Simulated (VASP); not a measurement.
Here is a VASP 6.6.1 calculation.

INCAR

```
ALGO = Fast
EDIFF = 1E-7
ENCUT = 520
GGA = PE
GGA_COMPAT = False
ISIF = 2
ISMEAR = -1
LASPH = True
LCHARG = False
LORBIT = 11
LORBMOM = True
LREAL = False
LSORBIT = True
LWAVE = False
MAGMOM = 0 0 0
NBANDS = 25
NELM = 150
PREC = Accurate
SIGMA = 0.05
```

File KPOINTS:

```
k-points
0
Gamma
  9 9 9
```

File POSCAR:

```
Pb
1.0
    0.0000000000      2.4914113386      2.4914113386
    2.4914113386      0.0000000000      2.4914113386
    2.4914113386      2.4914113386      0.0000000000
Pb
1
Direct
    0.0000000000      0.0000000000      0.0000000000
```

Potentials or basis: VASP PAW PBE potentials, release 64 (Pb_d).

The run is started by

```sh
$ cat potpaw_PBE.64/Pb_d/POTCAR > POTCAR
$ mpirun -np 1 vasp_ncl > vasp.out
```

(1) Predict the net moment.

(2) Predict the pressure.

## Answers

(1) 0.00 μB per cell.

(2) 1.3 GPa.
